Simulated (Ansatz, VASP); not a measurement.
One calculation of SnSe, two programs

```xyz
2
Lattice="0.0000 2.9466 2.9466 2.9466 0.0000 2.9466 2.9466 2.9466 0.0000" Properties=species:S:1:pos:R:3 pbc="T T T"
Sn    0.0000   -0.0530   -0.0530
Se    2.9466    2.9466    2.9466
```

Change from the starting cell: all Sn atoms moved +0.075 Å, as atom 1 towards its neighbour atom 1 (Sn) at 4.167 Å.

Alike in both runs: task single point; functional LDA; k mesh 8 × 8 × 8; occupations gaussian, width 0.05 eV; no spin polarisation.

```csv
,VASP,Ansatz
version,VASP 6.6.1,Ansatz 0.2.0
potentials or method,"VASP PAW LDA potentials, release 64 (Sn_d, Se), cutoff 520 eV","scalar-relativistic, plane waves, PAW"
valence electrons in the cell,20,30
```

|  | VASP | Ansatz | Ansatz less VASP |
| --- | --- | --- | --- |
| gap on the k mesh at the Fermi level (eV) | 0.77 | 0.77 | +0.001 |
| least direct gap on the mesh (eV) | 0.90 | 0.88 | -0.020 |
| pressure (GPa) | 0.2 | 0.1 | -0.14 |
| traceless stress, the component that is largest in VASP (GPa) | -0.07 | -0.07 | +0.001 |
| rms of the force components (eV/Å) | 0.023 | 0.020 | -0.0026 |

LDA's correlation is that of Perdew and Zunger in VASP and of Perdew and Wang (1992) in Ansatz. Atom by atom the forces differ by 0.003 eV/Å (rms over components). VASP's potentials hold 20 valence electrons a cell and Ansatz's 30, so a difference there can come from the potentials and not from the codes.
